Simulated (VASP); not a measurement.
# CuP (Fm-3m) in VASP: settings compared, part 2 of 2

VASP 6.6.1.

## (6) Single point, r2SCAN (13.68 Å³/atom)

This run uses another cell than the first one, of 13.68 Å³/atom.

Contents of POSCAR:

```
CuP
1.0
    0.0000000000      2.3917021340      2.3917021340
    2.3917021340      0.0000000000      2.3917021340
    2.3917021340      2.3917021340      0.0000000000
Cu P
1 1
Direct
    0.5000000000      0.5000000000      0.5000000000
    0.0000000000      0.0000000000      0.0000000000
```

Contents of INCAR.step1:

```
  PREC = Accurate
  ENCUT = 520
  ISMEAR = 0
  SIGMA = 0.05
  LREAL = False
  LASPH = True
  NELM = 80
  NBANDS = 15
  GGA = PE
  ALGO = Normal
  EDIFF = 1E-4
  LWAVE = True
  LCHARG = False
```

Contents of INCAR.step2:

```
  PREC = Accurate
  ENCUT = 520
  EDIFF = 1E-6
  ISMEAR = 0
  SIGMA = 0.05
  LREAL = False
  LASPH = True
  NELM = 80
  ALGO = Normal
  ISIF = 2
  LWAVE = False
  LCHARG = False
  METAGGA = R2SCAN
  LMIXTAU = True
  NBANDS = 15
  ISTART = 1
```

Contents of KPOINTS:

```
Automatic mesh
0
Gamma
  12 12 12
```

Potentials or basis: VASP PAW PBE potentials, release 64 (Cu, P).

Launch:

```sh
cat potpaw_PBE.64/Cu/POTCAR potpaw_PBE.64/P/POTCAR > POTCAR
cp INCAR.step1 INCAR
mpirun -np 1 vasp_std > vasp.out
cp INCAR.step2 INCAR
mpirun -np 1 vasp_std > vasp.out
```

OUTCAR:

```text
PREC = Accurate
   ENCUT = 520
   EDIFF = 1E-6
   ISMEAR = 0
   LREAL = False
   LASPH = True
   NELM = 80
   ISIF = 2
   METAGGA = R2SCAN
   ISTART = 1

 ion  position               nearest neighbor table
   1  0.500  0.500  0.500-   2 2.39   2 2.39   2 2.39   2 2.39   2 2.39   2 2.39
   2  0.000  0.000  0.000-   1 2.39   1 2.39   1 2.39   1 2.39   1 2.39   1 2.39

  LATTYP: Found a face centered cubic cell.
 ALAT       =     4.7834042680

  Lattice vectors:

 A1 = (   0.0000000000,   2.3917021340,   2.3917021340)
 A2 = (   2.3917021340,   0.0000000000,   2.3917021340)
 A3 = (   2.3917021340,   2.3917021340,   0.0000000000)

Analysis of symmetry for initial positions (statically):
=====================================================================
 Subroutine PRICEL returns:
 Original cell was already a primitive cell.

 Routine SETGRP: Setting up the symmetry group for a
 face centered cubic supercell.

 Subroutine GETGRP returns: Found 48 space group operations
 (whereof 48 operations were pure point group operations)
 out of a pool of 48 trial point group operations.

The static configuration has the point symmetry O_h .

Analysis of symmetry for dynamics (positions and initial velocities):
=====================================================================
 Subroutine PRICEL returns:
 Original cell was already a primitive cell.

 Routine SETGRP: Setting up the symmetry group for a
 face centered cubic supercell.

 Subroutine GETGRP returns: Found 48 space group operations
 (whereof 48 operations were pure point group operations)
 out of a pool of 48 trial point group operations.

The dynamic configuration has the point symmetry O_h .

 Subroutine INISYM returns: Found 48 space group operations
 (whereof 48 operations are pure point group operations),
 and found     1 'primitive' translations

----------------------------------------------------------------------------------------

                                     Primitive cell

  volume of cell :      27.3622
[... 114 lines left out ...]
   METAGGA = R2SCAN    functional components
   LHFCALC =     F    Hartree Fock is set to
   AEXX    =    0.0000 exact exchange contribution
   IVDW    =     0    specifies the selected vdW correction
   LEPSILON=     F    determine dielectric tensor
   LRPA    =     F    only Hartree local field effects (RPA)
 non-spin polarized calculation
 Gauss-broadening in eV      SIGMA  =   0.05
  energy-cutoff  :      520.00
  volume of cell :       27.36
 maximum number of plane-waves:       754
 NGX is ok and might be reduce to    28
   NGX = 13   NGY = 13   NGZ = 13

 number of electron      16.0000009 magnetization

 Free energy of the ion-electron system (eV)
  ---------------------------------------------------
  ext. energy  EPLUGINS =         0.00000000
  ---------------------------------------------------
  free energy    TOTEN  =       -19.36947414 eV

  energy without entropy =      -19.36802405  energy(sigma->0) =      -19.36874909

 E-fermi :   7.9488     XC(G=0): -12.4623

 val. band max:        7.8996630578   @ k =   0.4167   0.2500   0.0000
 cond. band min:       7.9548100681   @ k =   0.5000   0.2500   0.0000
 fundamental gap:      0.0551470103
 Fermi energy:         7.9488012706

 k-point     1 :       0.0000    0.0000    0.0000
  band No.  band energies     occupation
      1      -6.2744      2.00000
      2       4.1165      2.00000
      3       4.1166      2.00000
      4       4.1166      2.00000
      5       4.1276      2.00000
      6       4.1276      2.00000
      7       9.1563      0.00000
      8       9.1563      0.00000
      9       9.1563      0.00000
     10      16.1100      0.00000
     11      17.7558      0.00000
     12      17.7558      0.00000
     13      17.7558      0.00000
     14      21.3451      0.00000
[... 401 lines left out ...]
      2       0.8444      2.00000
      3       3.0626      2.00000
      4       3.2604      2.00000
      5       4.5978      2.00000
      6       4.6410      2.00000
      7       5.0703      2.00000
      8       8.0213      0.04041
      9       9.6465      0.00000
     10      13.2259      0.00000
     11      15.8398      0.00000
     12      16.2638      0.00000
     13      20.8049      0.00000
     14      22.4494      0.00000
     15      23.1575      0.00000

 [... further k-points ...]
[... 5 lines left out ...]
  --------------------------------------------------------------------------------------
  -------------------------------------------------------------------------------------
  Total        0.4578380      0.4578380      0.4578380      0.0000000     -0.0000000      0.0000000
  in kB       26.8084186     26.8084186     26.8084186      0.0000000     -0.0000000      0.0000000
  external PRESSURE =      26.8084186 kB  Pullay stress =       0.0000000 kB

 VOLUME and BASIS-vectors are now :
 -----------------------------------------------------------------------------
  energy-cutoff  :      520.00
  volume of cell :       27.36
      direct lattice vectors                 reciprocal lattice vectors
     0.000000000  2.391702134  2.391702134    -0.209056133  0.209056133  0.209056133
     2.391702134  0.000000000  2.391702134     0.209056133 -0.209056133  0.209056133
     2.391702134  2.391702134  0.000000000     0.209056133  0.209056133 -0.209056133

 POSITION                                       TOTAL-FORCE (eV/Angst)
 -----------------------------------------------------------------------------------
      2.39170      2.39170      2.39170        -0.000000     -0.000000     -0.000000
      0.00000      0.00000      0.00000         0.000000      0.000000      0.000000
 -----------------------------------------------------------------------------------
    total drift:                                0.000000      0.000000      0.000000

  FREE ENERGIE OF THE ION-ELECTRON SYSTEM (eV)
  ---------------------------------------------------
  free  energy   TOTEN  =       -19.3694741368 eV

  energy  without entropy=      -19.3680240454  energy(sigma->0) =      -19.36874909
```

OUTCAR.step1:

```text
PREC = Accurate
   ENCUT = 520
   ISMEAR = 0
   LREAL = False
   LASPH = True
[... 654 lines left out ...]
      2.39170      2.39170      2.39170        -0.000000     -0.000000     -0.000000
      0.00000      0.00000      0.00000         0.000000      0.000000      0.000000
 -----------------------------------------------------------------------------------
    total drift:                                0.000000      0.000000      0.000000

  FREE ENERGIE OF THE ION-ELECTRON SYSTEM (eV)
  ---------------------------------------------------
  free  energy   TOTEN  =        -8.6904253340 eV

  energy  without entropy=       -8.6892198327  energy(sigma->0) =       -8.68982258
```

OSZICAR.step1:

```text
N       E                     dE             d eps       ncg     rms          rms(c)
DAV:   1     0.670092738994E+02    0.67009E+02   -0.71644E+03  2255   0.139E+03
DAV:   2    -0.718800087857E+01   -0.74197E+02   -0.66929E+02  2363   0.235E+02
DAV:   3    -0.108060246370E+02   -0.36180E+01   -0.34252E+01  2783   0.520E+01
DAV:   4    -0.108671080017E+02   -0.61083E-01   -0.61027E-01  2546   0.617E+00
DAV:   5    -0.108685561819E+02   -0.14482E-02   -0.14480E-02  2896   0.104E+00    0.137E+01
DAV:   6    -0.124296982295E+02   -0.15611E+01   -0.36178E+01  2272   0.184E+02    0.117E+01
DAV:   7    -0.878586680959E+01    0.36438E+01   -0.85539E+00  2559   0.913E+01    0.285E+00
DAV:   8    -0.869255000695E+01    0.93317E-01   -0.71972E-01  3035   0.210E+01    0.145E+00
DAV:   9    -0.869095821767E+01    0.15918E-02   -0.72691E-02  3347   0.329E+00    0.499E-01
DAV:  10    -0.869061920290E+01    0.33901E-03   -0.13999E-03  3294   0.548E-01    0.225E-01
DAV:  11    -0.869061560078E+01    0.36021E-05   -0.20201E-03  3388   0.130E+00    0.114E-01
DAV:  12    -0.869043121747E+01    0.18438E-03   -0.37722E-04  2315   0.559E-01    0.287E-02
DAV:  13    -0.869042533397E+01    0.58835E-05   -0.26314E-05  1150   0.526E-02
   1 F= -.86904253E+01 E0= -.86898226E+01  d E =-.120550E-02
```

Wall time 4 min (1 thread of Intel Xeon 8259CL, shared host); peak memory 0.18 GiB.

What came out:

```
Free energy            : -19.3695 eV
Pressure               : 2.7 GPa
Band gap on the k mesh : zero (bands 8 and 9 overlap by 5.07 eV)
```

Caveat: the PAW data sets were made with another functional, which shifts forces and pressure a little.

## (7) Summary

```csv
level,cell,k mesh,gap on the mesh (eV),pressure (GPa)
PBE,"a = 3.294 Å, angles 60.0°, 2 atoms",8 × 8 × 8,none,17.8
PBE,"a = 3.419 Å, angles 60.0°, 2 atoms",8 × 8 × 8,none,1.0
PBE,"a = 3.427 Å, angles 60.0°, 2 atoms",8 × 8 × 8,none,0.1
r2SCAN,"a = 3.359 Å, angles 60.0°, 2 atoms",12 × 12 × 12,none,5.6
r2SCAN,"a = 3.382 Å, angles 60.0°, 2 atoms",12 × 12 × 12,none,2.7
```

Alike in all rows: task single point; potentials or basis VASP PAW PBE potentials, release 64 (Cu, P); no spin polarisation; cutoff (eV) 520; smearing gaussian 0.05 eV.

Caveats: the cell stands under pressure (at least some runs); the PAW data sets were made with another functional, which shifts forces and pressure a little (at least some runs).

Absolute energies hang on the potentials; compare differences alone.
